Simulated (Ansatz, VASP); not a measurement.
## Cr in VASP and in Ansatz

```
Cr
1.0
     0.00000    2.20339    2.20339
     2.20339    0.00000    2.20339
     2.20339    2.20339    0.00000
Cr
1
Direct
  0.00000 0.00000 0.00000
```

Alike in both runs: task single point; functional PBEsol; k mesh 8 × 8 × 8; occupations gaussian, width 0.1 eV; collinear spin.

```csv
,VASP,Ansatz
version,VASP 6.6.1,Ansatz 0.2.0
potentials or method,"VASP PAW PBE potentials, release 64 (Cr_pv), cutoff 520 eV","scalar-relativistic, plane waves, PAW"
valence electrons in the cell,12,14
```

|  | VASP | Ansatz | Ansatz less VASP |
| --- | --- | --- | --- |
| gap on the k mesh at the Fermi level (eV) | none | none | - |
| pressure (GPa) | -13.1 | -13.4 | -0.21 |
| net moment per atom (μB) | 4.05 | 4.04 | -0.015 |
| size of the moment on the site where the two differ most (μB) | 3.60 | 3.75 | +0.157 |

VASP's potentials were made for PBE, not for PBEsol. Site moments also hang on the region over which each program counts them. A gap of «none» marks a metal or a gap that the smearing closes. VASP's potentials hold 12 valence electrons a cell and Ansatz's 14, so a difference there can come from the potentials and not from the codes.
